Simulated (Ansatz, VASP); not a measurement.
# One calculation of LiF, two programs

```
CELL_PARAMETERS angstrom
0.00000 2.03384 2.03384
2.03384 0.00000 2.03384
2.03384 2.03384 0.00000
ATOMIC_POSITIONS crystal
Li 0.50000 0.50000 0.50000
F 0.00000 0.00000 0.00000
```

Alike in both runs: task single point; functional r2SCAN; k mesh 10 × 10 × 10; occupations gaussian, width 0.02 eV; no spin polarisation.

|  | VASP | Ansatz |
| --- | --- | --- |
| version | VASP 6.6.1 | Ansatz 0.2.0 |
| potentials or method | VASP PAW PBE potentials, release 64 (Li_sv, F), cutoff 520 eV | scalar-relativistic, plane waves, PAW |
| valence electrons in the cell | 10 | 10 |

Ansatz gave:

```
gap on the k mesh at the Fermi level (eV) : 9.79
least direct gap on the mesh (eV)         : 9.79
```

Question: What did VASP give for the same quantities?

Answer: gap on the k mesh at the Fermi level (eV): 9.98; least direct gap on the mesh (eV): 9.98.

VASP's potentials were made for PBE, not for r2SCAN. With one functional, cell and mesh, what is left measures potentials, basis and numerics.

Noted on VASP's run: the cutoff is short for stress, so the pressure is rough.
